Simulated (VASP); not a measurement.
# BN (Fmm2) in VASP: notebook

Runs on BN. Level: PBEsol. Tasks: single point.

Everything below comes from runs of VASP 6.6.1. Logs are shortened: lines on timing, memory, paths and dates and some standing lists are left out, and cuts for length are marked.

**1. The cell of the first run**

Symmetry: Fmm2, No. 42, orthorhombic system. The conventional cell has a = 2.503 Å, b = 6.991 Å, c = 4.332 Å, α = 90.00°, β = 90.00°, γ = 90.00°. Within 1.7 Å of B (site symmetry mm2) lie 3 N at 1.29 to 1.53 Å. N (site symmetry mm2) has 3 B at 1.29 to 1.53 Å within 1.7 Å.

**2. Single point, PBEsol (all B atoms moved -0.150 Å, as atom 1 along Cartesian [0 0 1])**

Contents of INCAR:

```
  PREC = Accurate
  ENCUT = 520
  EDIFF = 1E-7
  ISMEAR = 0
  SIGMA = 0.05
  LREAL = False
  LASPH = True
  NELM = 60
  ALGO = Normal
  ISIF = 2
  LWAVE = False
  LCHARG = False
  GGA = PS
  NBANDS = 11
```

Contents of KPOINTS:

```
regular mesh
0
Gamma
  12 12 12
```

Contents of POSCAR:

```
BN
1.0
    0.0000000000      3.4953158300      2.1660912400
    1.2516321000      0.0000000000      2.1660912400
    1.2516321000      3.4953158300      0.0000000000
B N
1 1
Direct
   -0.0345759303     -0.0345759303      1.0345759303
    0.6666513400      0.6666513400      0.3333486600
```

Potentials or basis: VASP PAW PBE potentials, release 64 (B, N).

Command:

```
$ cat potpaw_PBE.64/B/POTCAR potpaw_PBE.64/N/POTCAR > POTCAR
$ mpirun -np 1 vasp_std > vasp.out
```

OUTCAR:

```text
PREC = Accurate
   ENCUT = 520
   EDIFF = 1E-7
   ISMEAR = 0
   LREAL = False
   LASPH = True
   NELM = 60
   ISIF = 2
   GGA = PS

 ion  position               nearest neighbor table
   1  0.965  0.965  0.035-   2 1.29   2 1.53   2 1.53
   2  0.667  0.667  0.333-   1 1.29   1 1.53   1 1.53

  LATTYP: Found a face centered orthorhombic cell.
 ALAT       =     2.5032642000
 B/A-ratio  =     1.7306133647
 C/A-ratio  =     2.7926064137

  Lattice vectors:

 A1 = (   0.0000000000,   3.4953158300,   2.1660912400)
 A2 = (  -1.2516321000,   3.4953158300,   0.0000000000)
 A3 = (  -1.2516321000,   0.0000000000,   2.1660912400)

Analysis of symmetry for initial positions (statically):
=====================================================================
 Subroutine PRICEL returns:
 Original cell was already a primitive cell.

 Routine SETGRP: Setting up the symmetry group for a
 face centered orthorhombic supercell.

 Subroutine GETGRP returns: Found  4 space group operations
 (whereof  4 operations were pure point group operations)
 out of a pool of  8 trial point group operations.

The static configuration has the point symmetry C_2v.

Analysis of symmetry for dynamics (positions and initial velocities):
=====================================================================
 Subroutine PRICEL returns:
 Original cell was already a primitive cell.

 Routine SETGRP: Setting up the symmetry group for a
 face centered orthorhombic supercell.

 Subroutine GETGRP returns: Found  4 space group operations
 (whereof  4 operations were pure point group operations)
 out of a pool of  8 trial point group operations.

The dynamic configuration has the point symmetry C_2v.

 Subroutine INISYM returns: Found  4 space group operations
 (whereof  4 operations are pure point group operations),
 and found     1 'primitive' translations

----------------------------------------------------------------------------------------

                                     Primitive cell

  volume of cell :      18.9526

  direct lattice vectors                    reciprocal lattice vectors
     0.000000000  3.495315830  2.166091240    -0.399478409  0.143048590  0.230830535
     1.251632100  0.000000000  2.166091240     0.399478409 -0.143048590  0.230830535
     1.251632100  3.495315830  0.000000000     0.399478409  0.143048590 -0.230830535

  length of vectors
     4.112077822  2.501706252  3.712656147     0.483041027  0.483041027  0.483041027

  position of ions in fractional coordinates (direct lattice)
     0.965424070  0.965424070  0.034575930
     0.666651340  0.666651340  0.333348660

  ion indices of the primitive-cell ions
   primitive index   ion index
                 1           1
                 2           2

----------------------------------------------------------------------------------------

 KPOINTS: regular mesh

Automatic generation of k-mesh.
 Grid dimensions read from file:
 generate k-points for:   12   12   12

 Generating k-lattice:

  Cartesian coordinates                     Fractional coordinates (reciprocal lattice)
    -0.033289867  0.011920716  0.019235878     0.083333333  0.000000000  0.000000000
     0.033289867 -0.011920716  0.019235878     0.000000000  0.083333333  0.000000000
     0.033289867  0.011920716 -0.019235878     0.000000000  0.000000000  0.083333333

  Length of vectors
     0.040253419  0.040253419  0.040253419

  Shift w.r.t. Gamma in fractional coordinates (k-lattice)
     0.000000000  0.000000000  0.000000000

 Subroutine IBZKPT returns following result:
 ===========================================

 Found    280 irreducible k-points:

 Following reciprocal coordinates:
            Coordinates               Weight
  0.000000  0.000000  0.000000      1.000000
  0.083333  0.000000 -0.000000      8.000000
  0.166667  0.000000 -0.000000      8.000000
  0.250000  0.000000  0.000000      8.000000
  0.333333  0.000000  0.000000      8.000000
  0.416667  0.000000 -0.000000      8.000000
[... 16 lines left out ...]
  0.500000  0.166667  0.000000      8.000000
 -0.416667  0.166667  0.000000      8.000000
 [... further k-points ...]
   k-points           NKPTS =    280   k-points in BZ     NKDIM =    280   number of bands    NBANDS=     11
   number of dos      NEDOS =    301   number of ions     NIONS =      2
   total plane-waves  NPLWV =  17920
   dimension x,y,z NGX =    32 NGY =   20 NGZ =   28
   dimension x,y,z NGXF=    64 NGYF=   40 NGZF=   56
   ions per type =               1   1
   NGX,Y,Z   is equivalent  to a cutoff of  12.94, 13.29, 12.54 a.u.
   NGXF,Y,Z  is equivalent  to a cutoff of  25.87, 26.58, 25.08 a.u.
 SYSTEM =  unknown system
   PREC   = accura    normal or accurate (medium, high low for compatibility)
   ISTART =      0    job   : 0-new  1-cont  2-samecut
   ICHARG =      2    charge: 1-file 2-atom 10-const
   ISPIN  =      1    spin polarized calculation?
   LNONCOLLINEAR =      F non collinear calculations
   LSORBIT =      F    spin-orbit coupling
   LASPH  =      T    aspherical Exc in radial PAW
   ENCUT  =  520.0 eV  38.22 Ry    6.18 a.u.   7.65  4.65  6.90*2*pi/ulx,y,z
   NELM   =     60;   NELMIN=  2; NELMDL= -5     # of ELM steps
   EDIFF  = 0.1E-06   stopping-criterion for ELM
   LREAL  =      F    real-space projection
   EDIFFG = 0.1E-05   stopping-criterion for IOM
   NSW    =      0    number of steps for IOM
   IBRION =     -1    ionic relax: 0-MD 1-quasi-New 2-CG
   NFREE  =      0    steps in history (QN), initial steepest desc. (CG)
   ISIF   =      2    stress and relaxation
   ISYM   =      2    0-nonsym 1-usesym 2-fastsym
   POTIM  = 0.5000    time-step for ionic-motion
   TEBEG  =    0.0;   TEEND  =   0.0 temperature during run
   PSTRESS=    0.0 pullay stress
   NELECT =       8.0000    total number of electrons
   NUPDOWN=      -1.0000    fix difference up-down
   EMIN   =  10.00;   EMAX   =-10.00  energy-range for DOS
   EFERMI =   0.00;   METHOD = LEGACY
   ISMEAR =     0;   SIGMA  =   0.05  broadening in eV -4-tet -1-fermi 0-gaus
   EFERMI_NEDOS =   21; number of points for ismear=-14 and -15
   IALGO  =     38    algorithm
   IMIX   =      4    mixing-type and parameters
     AMIX     =   0.40;   BMIX     =  1.00
     AMIX_MAG =   1.60;   BMIX_MAG =  1.00
  volume/ion in A,a.u.               =       9.48        63.95
  Fermi-wavevector in a.u.,A,eV,Ry     =   1.228047  2.320672 20.518928  1.508099
  Thomas-Fermi vector in A             =   2.362987
   LORBIT       =      0    0 simple, 1 ext, 2 COOP (PROOUT), +10 PAW based schemes
   GGA     = PS    functional components
   LHFCALC =     F    Hartree Fock is set to
   AEXX    =    0.0000 exact exchange contribution
   IVDW    =     0    specifies the selected vdW correction
   LEPSILON=     F    determine dielectric tensor
   LRPA    =     F    only Hartree local field effects (RPA)
 non-spin polarized calculation
 Gauss-broadening in eV      SIGMA  =   0.05
  energy-cutoff  :      520.00
  volume of cell :       18.95
 maximum number of plane-waves:       529
   NGX = 15   NGY =  9   NGZ = 13

 number of electron       8.0000000 magnetization

 Free energy of the ion-electron system (eV)
  ---------------------------------------------------
  ext. energy  EPLUGINS =         0.00000000
  ---------------------------------------------------
  free energy    TOTEN  =       -17.72839066 eV

  energy without entropy =      -17.72839066  energy(sigma->0) =      -17.72839066

 E-fermi :   2.3637     XC(G=0):  -9.9452

 val. band max:        2.1313887836   @ k =   0.0000   0.0000   0.0000
 cond. band min:       4.7280260282   @ k =   0.0000   0.5000   0.5000
 fundamental gap:      2.5966372446
 Fermi energy:         2.3636608885

 k-point     1 :       0.0000    0.0000    0.0000
  band No.  band energies     occupation
      1     -15.9650      2.00000
      2      -2.6987      2.00000
      3      -1.1443      2.00000
      4       2.1314      2.00000
      5       6.5591      0.00000
      6      11.3130      0.00000
      7      14.9648      0.00000
      8      15.0137      0.00000
      9      17.0935      0.00000
     10      27.1367      0.00000
     11      27.7002      0.00000

 k-point     2 :       0.0833    0.0000   -0.0000
  band No.  band energies     occupation
      1     -15.8255      2.00000
      2      -2.5701      2.00000
      3      -1.4191      2.00000
      4       1.5465      2.00000
      5       6.8790      0.00000
      6      11.4194      0.00000
      7      14.5579      0.00000
      8      15.5016      0.00000
      9      17.4456      0.00000
     10      26.2070      0.00000
     11      27.5811      0.00000

 k-point     3 :       0.1667    0.0000   -0.0000
  band No.  band energies     occupation
      1     -15.4149      2.00000
      2      -2.2566      2.00000
      3      -2.1364      2.00000
      4       0.2424      2.00000
      5       7.6978      0.00000
      6      11.6405      0.00000
      7      13.3612      0.00000
      8      16.7746      0.00000
      9      18.5131      0.00000
     10      23.6570      0.00000
     11      28.0077      0.00000

 k-point     4 :       0.2500    0.0000    0.0000
  band No.  band energies     occupation
      1     -14.7630      2.00000
      2      -3.4877      2.00000
      3      -1.5511      2.00000
      4      -1.0269      2.00000
      5       8.7560      0.00000
      6      11.5574      0.00000
      7      12.0580      0.00000
      8      18.3294      0.00000
      9      20.1962      0.00000
     10      21.5296      0.00000
     11      26.5194      0.00000
[... 239 lines left out ...]
 k-point    22 :       0.4167    0.1667    0.0000
  band No.  band energies     occupation
      1     -13.7104      2.00000
      2      -5.2305      2.00000
      3      -2.7815      2.00000
      4      -0.0468      2.00000
      5       8.6879      0.00000
      6      11.0280      0.00000
      7      14.3963      0.00000
      8      17.5992      0.00000
      9      18.5096      0.00000
     10      21.8466      0.00000
     11      26.4667      0.00000

 k-point    23 :       0.5000    0.1667    0.0000
  band No.  band energies     occupation
      1     -12.9488      2.00000
      2      -6.1954      2.00000
      3      -3.5562      2.00000
      4       0.6774      2.00000
      5       7.5087      0.00000
      6      12.1752      0.00000
      7      14.6493      0.00000
      8      16.6918      0.00000
      9      19.6421      0.00000
     10      22.7728      0.00000
     11      24.7594      0.00000

 k-point    24 :      -0.4167    0.1667    0.0000
  band No.  band energies     occupation
      1     -12.5539      2.00000
      2      -6.6833      2.00000
      3      -3.7929      2.00000
      4       0.8736      2.00000
      5       7.1444      0.00000
      6      12.4627      0.00000
      7      14.8413      0.00000
      8      16.7485      0.00000
      9      19.8215      0.00000
     10      22.7053      0.00000
     11      24.4328      0.00000

 [... further k-points ...]

------------------------ aborting loop because EDIFF is reached ----------------------------------------

  FORCE on cell =-STRESS in cart. coord.  units (eV):
  Direction    XX          YY          ZZ          XY          YZ          ZX
  --------------------------------------------------------------------------------------
  -------------------------------------------------------------------------------------
  Total       -0.8376974      0.0211130      4.5635444      0.0000000      0.0000000      0.0000000
  in kB      -70.8154261      1.7848037    385.7829296      0.0000000      0.0000000      0.0000000
  external PRESSURE =     105.5841024 kB  Pullay stress =       0.0000000 kB

 VOLUME and BASIS-vectors are now :
 -----------------------------------------------------------------------------
  energy-cutoff  :      520.00
  volume of cell :       18.95
      direct lattice vectors                 reciprocal lattice vectors
     0.000000000  3.495315830  2.166091240    -0.399478409  0.143048590  0.230830535
     1.251632100  0.000000000  2.166091240     0.399478409 -0.143048590  0.230830535
     1.251632100  3.495315830  0.000000000     0.399478409  0.143048590 -0.230830535

 POSITION                                       TOTAL-FORCE (eV/Angst)
 -----------------------------------------------------------------------------------
      1.25163      3.49532      4.18239         0.000000      0.000000      8.026767
      1.25163      3.49532      2.88806         0.000000      0.000000     -8.026767
 -----------------------------------------------------------------------------------
    total drift:                                0.000006     -0.000012      0.000005

  FREE ENERGIE OF THE ION-ELECTRON SYSTEM (eV)
  ---------------------------------------------------
  free  energy   TOTEN  =       -17.7283906560 eV

  energy  without entropy=      -17.7283906560  energy(sigma->0) =      -17.72839066
```

Run time: 3.1 min. Hardware: 1 thread of AMD EPYC 7R13, shared host; peak memory 0.15 GiB.

Results:

| Property | Result |
| --- | --- |
| Free energy | -17.7284 eV |
| Pressure | 10.6 GPa |
| Largest force | 8.027 eV/Å |
| Band gap on the k mesh | 2.60 eV, indirect (least direct gap 3.89 eV) |

Forces in eV/Å, atoms in the order of the input:
```
B    0.000  0.000  8.027
N    0.000  0.000 -8.027
```

Stress tensor (GPa, compression positive):
```
-7.08  0.00  0.00
 0.00  0.18  0.00
 0.00  0.00 38.58
```

Levels at points of the mesh, in eV from the valence-band top:
| k point | band 1 | band 2 | band 3 | band 4 | band 5 | band 6 | band 7 | band 8 |
| --- | --- | --- | --- | --- | --- | --- | --- | --- |
| (0.00, 0.00, 0.00) | -18.10 | -4.83 | -3.28 | 0.00 | 4.43 | 9.18 | 12.83 | 12.88 |
| (0.50, 0.00, 0.00) | -14.89 | -9.12 | -4.68 | -1.65 | 4.91 | 8.80 | 12.83 | 15.19 |
| (0.50, 0.50, 0.00) | -15.23 | -9.49 | -3.71 | -0.40 | 4.54 | 9.40 | 11.35 | 13.42 |
| (0.50, 0.00, 0.50) | -17.90 | -6.48 | -3.25 | -0.03 | 9.09 | 9.17 | 11.04 | 14.31 |
| (0.00, 0.50, 0.50) | -15.14 | -9.30 | -3.75 | -1.29 | 2.60 | 9.88 | 14.30 | 17.53 |

Caveat: the cell differs from its parent crystal (all B atoms moved -0.150 Å, as atom 1 along Cartesian [0 0 1]); the PAW data sets were made with another functional, which shifts forces and pressure a little.

**3. Single point, PBEsol (all B atoms moved +0.075 Å, as atom 1 along Cartesian [0 0 1])**

INCAR: that of step 2 with these lines changed.

```diff
@@ -2,3 +2,3 @@
   ENCUT = 520
-  EDIFF = 1E-7
+  EDIFF = 1E-6
   ISMEAR = 0
```

Contents of KPOINTS:

```
Automatic mesh
0
Gamma
  12 12 12
```

POSCAR: that of step 2 with these lines changed.

```diff
@@ -8,3 +8,3 @@
 Direct
-   -0.0345759303     -0.0345759303      1.0345759303
+    0.0173609401      0.0173609401      0.9826390599
     0.6666513400      0.6666513400      0.3333486600
```

Potentials or basis: VASP PAW PBE potentials, release 64 (B, N).

Command:

```
$ cat potpaw_PBE.64/B/POTCAR potpaw_PBE.64/N/POTCAR > POTCAR
$ mpirun -np 1 vasp_std > vasp.out
```

Run time: 3.3 min. Hardware: 1 thread of AMD EPYC 7R13, shared host; peak memory 0.15 GiB.

It converged, with:

```
Free energy            : -18.1752 eV
Pressure               : 2.7 GPa
Largest force          : 2.773 eV/Å
Band gap on the k mesh : 4.28 eV, indirect (least direct gap 4.67 eV)
```

Forces in eV/Å, atoms in the order of the input:
```
B    0.000  0.000 -2.773
N    0.000  0.000  2.773
```

Stress tensor (GPa, compression positive):
```
11.81  0.00  0.00
 0.00  0.01  0.00
 0.00  0.00 -3.74
```

Levels at points of the mesh, in eV from the valence-band top:
```
           k point  band 1  band 2  band 3  band 4  band 5  band 6  band 7  band 8
(0.00, 0.00, 0.00)  -17.84   -4.53   -2.27   -0.53    4.66   10.31   12.75   12.96
(0.50, 0.00, 0.00)  -14.70   -9.08   -3.94   -0.91    4.28    9.63   13.12   15.40
(0.50, 0.50, 0.00)  -14.57   -8.94   -4.69   -0.82    6.36    9.19   12.14   13.56
(0.50, 0.00, 0.50)  -17.64   -6.20   -2.29   -0.52    9.43   10.29   11.95   12.62
(0.00, 0.50, 0.50)  -14.46   -8.75   -4.73   -1.78    4.30    9.73   14.14   18.10
```

Caveat: the cell differs from its parent crystal (all B atoms moved +0.075 Å, as atom 1 along Cartesian [0 0 1]); the PAW data sets were made with another functional, which shifts forces and pressure a little. A k mesh can miss the band edges.

(Continued in part 2 of 2.)
